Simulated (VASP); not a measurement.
GaSb:

```
Sb Ga
1.0
    -2.77167    2.77167    1.60124
     2.77167   -2.77167    1.60124
     2.77167    2.77167   -1.60124
Sb Ga
1 1
Direct
  0.00000 0.00000 0.00000
  0.75000 0.25000 0.50000
```

This cell differs from its parent crystal: volume scaled by 1.02.

Program: VASP 6.6.1. Alike in all runs: task single point; no spin polarisation; cell as given; k mesh 10 × 10 × 10; cutoff (eV) 520; smearing fermi-dirac 0.05 eV.

Question: Order these runs on this cell by their pressure, lowest first.
A. level PBE; potentials or basis VASP PAW PBE potentials, release 64 (Sb, Ga_d)
B. level LDA; potentials or basis VASP PAW LDA potentials, release 64 (Sb, Ga_d)
C. level r2SCAN; potentials or basis VASP PAW PBE potentials, release 64 (Sb, Ga_d)

Answer: B (-5.1 GPa), C (-2.4 GPa), A (-0.8 GPa).

Caveats: the PAW data sets were made with another functional, which shifts forces and pressure a little (some runs).
